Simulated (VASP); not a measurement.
N, 4 atoms in the cell. It takes space group Cm (No. 8, monoclinic). Conventional cell: a = 7.218 Å, b = 4.167 Å, c = 7.006 Å, α = 90.00°, β = 90.00°, γ = 90.00°. Within 1.0 Å of N (site symmetry m) lie 1 N at 0.69 Å. Within 1.0 Å of N (site symmetry m) lie 1 N at 0.69 Å. N (site symmetry m) has 1 N at 1.11 Å within 1.5 Å. N (site symmetry m) has 1 N at 1.11 Å within 1.5 Å.  This cell differs from its parent crystal: atom 1 (N) moved by (-0.225, -0.450) A along y and z.

```yaml
Program: VASP 6.6.1
Task: single point
Functional: PBEsol
Potentials_or_basis: VASP PAW PBE potentials, release 64 (N)
Cutoff: 520 eV
k_mesh: 6 × 6 × 4
Occupations: gaussian, width 0.05 eV
Spin: no spin polarisation
Dipole_correction: no
Further_INCAR_settings: ALGO = Normal; EDIFF = 1e-06; NBANDS = 18
```

Potentials or basis: VASP PAW PBE potentials, release 64 (N).

Launch:

```console
$ cat potpaw_PBE.64/N/POTCAR > POTCAR
$ mpirun -np 1 vasp_std > vasp.out
```

Hardware: 1 thread of AMD EPYC 9R45 96-Core Processor (Zen 5), on a shared host.

Question: Estimate the wall time of this run.

Answer: Wall time 32 s on 1 thread of AMD EPYC 9R45 96-Core Processor (Zen 5), on a shared host, peak memory 0.21 GiB. Counts: scf iterations 14, k points 47.
